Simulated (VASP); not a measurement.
Wanted: the native input for a VASP 6.6.1 run.

| Item | Value |
| --- | --- |
| Task | single point |
| Functional | PBE |
| Potentials or basis | VASP PAW PBE potentials, release 64 (Nd_3, Tl_d, P), 4f in core |
| Cutoff | 500 eV |
| k mesh | 6 × 6 × 6 |
| Occupations | gaussian, width 0.1 eV |
| Spin | no spin polarisation |
| Dipole correction | no |
| Further INCAR settings | ALGO = Normal; EDIFF = 1e-06; NBANDS = 35 |

The structure of NdTl2P3 lies in POSCAR:

```
NdTl2P3
1.0
    5.3842739937      0.0000000000      0.0000000000
   -2.6921369969      4.6629180595      0.0000000000
    0.0000000000      0.0000000000      6.6650785830
Nd Tl P
1 2 3
Direct
    0.0000000000      0.0000000000      0.8569870455
    0.0000000000      0.0000000000      0.3561820185
    0.6666666667      0.3333333333      0.6302565876
    0.4760711486      0.5239288514      0.0381858095
    0.4760711486      0.9521422972      0.0381858095
    0.0478577028      0.5239288514      0.0381858095
```

The cell was generated, and may not be a known phase.

The input as run:

INCAR

```
  PREC = Accurate
  ENCUT = 500
  EDIFF = 1E-6
  ISMEAR = 0
  SIGMA = 0.1
  LREAL = False
  LASPH = True
  NELM = 200
  ALGO = Normal
  ISIF = 2
  LWAVE = False
  LCHARG = False
  GGA = PE
  NBANDS = 35
  GGA_COMPAT = False
  LMAXMIX = 6
```

KPOINTS

```
regular mesh
0
Gamma
  6 6 6
```

Potentials or basis: VASP PAW PBE potentials, release 64 (Nd_3, Tl_d, P), 4f in core.

Run with:

```bash
$ cat potpaw_PBE.64/Nd_3/POTCAR potpaw_PBE.64/Tl_d/POTCAR potpaw_PBE.64/P/POTCAR > POTCAR
$ mpirun -np 1 vasp_std > vasp.out
```

It gave:

```yaml
Pressure: -0.1 GPa
Largest_force: 0.071 eV/Å
Band_gap_on_the_k_mesh: zero (bands 26 and 27 overlap by 1.39 eV)
```

Caveat: spin-orbit coupling is left out, which moves the levels of the heavy elements; the 4f electrons are frozen in the core, so they carry no moment and show no levels.

Wall time 2.2 min on 1 thread of AMD EPYC 9R45 96-Core Processor (Zen 5) (shared host), peak memory 0.35 GiB.
